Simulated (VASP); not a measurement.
Crystal: Ge.

```xyz
2
Lattice="0.0000 2.8099 2.8099 2.8099 0.0000 2.8099 2.8099 2.8099 0.0000" Properties=species:S:1:pos:R:3 pbc="T T T"
Ge    4.2149    4.2149    4.2149
Ge    2.8099    2.8099    2.8099
```

Program: VASP 6.6.1. Alike in all runs: task single point; no spin polarisation; cell as given; cutoff (eV) 520; smearing fermi-dirac 0.05 eV.

Task: Order these runs on this cell by their pressure, lowest first.
A. level RPBE+D3(BJ); potentials or basis VASP PAW PBE potentials, release 64 (Ge_d); k mesh 8 × 8 × 8
B. level r2SCAN; potentials or basis VASP PAW PBE potentials, release 64 (Ge_d); k mesh 8 × 8 × 8
C. level PBE exchange alone; potentials or basis VASP PAW PBE potentials, release 64 (Ge_d); k mesh 8 × 8 × 8
D. level LDA; potentials or basis VASP PAW LDA potentials, release 64 (Ge_d); k mesh 8 × 8 × 8
E. level B3LYP; potentials or basis VASP PAW PBE potentials, release 64 (Ge_d); k mesh 4 × 4 × 4; grid for exact exchange (PRECFOCK) Normal

Result: A (-3.3 GPa), D (0.3 GPa), B (2.3 GPa), E (6.1 GPa), C (15.5 GPa).

Caveats: some runs use coarse meshes; the PAW data sets were made with another functional, which shifts forces and pressure a little (some runs).
